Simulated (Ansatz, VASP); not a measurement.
# ReAg2Br6 in VASP and in Ansatz

```
Re Ag Br
1.0
     6.85930    0.00000    0.00000
    -3.42965    5.94033    0.00000
    -3.42965    1.98011    5.81965
Re Ag Br
1 2 6
Direct
  0.50000 0.50000 0.50010
  0.76570 0.23430 0.29700
  0.23430 0.76570 0.70300
  0.37217 0.26833 0.25641
  0.73167 0.84743 0.25641
  0.15257 0.62783 0.25641
  0.62783 0.73167 0.74359
  0.26833 0.15257 0.74359
  0.84743 0.37217 0.74359
```

Alike in both runs: task single point; functional PBE; k mesh 4 × 4 × 4; occupations gaussian, width 0.2243 eV; no spin polarisation; Hubbard terms Br p U = 1.62 eV.

|  | VASP | Ansatz |
| --- | --- | --- |
| version | VASP 6.6.1 | Ansatz 0.2.0 |
| potentials or method | VASP PAW PBE potentials, release 64 (Re, Ag, Br), cutoff 600 eV | PAW plane waves |
| valence electrons in the cell | 71 | 95 |

```tsv
	VASP	Ansatz	Ansatz less VASP
gap on the k mesh at the Fermi level (eV)	none	none	-
pressure (GPa)	3.1	3.5	+0.39
traceless stress, the component that is largest in VASP (GPa)	0.22	0.25	+0.026
rms of the force components (eV/Å)	0.316	0.336	+0.0199
```

The programs project onto different local orbitals, so the same U acts differently, and such runs can settle in different states. Atom by atom the forces differ by 0.021 eV/Å (rms over components). A gap of «none» marks a metal or a gap that the smearing closes. VASP's potentials hold 71 valence electrons a cell and Ansatz's 95, so a difference there can come from the potentials and not from the codes. Ansatz's warnings: filled band counts differ across k points, structure snapped to symmetry.

Neither program's run includes spin-orbit coupling.
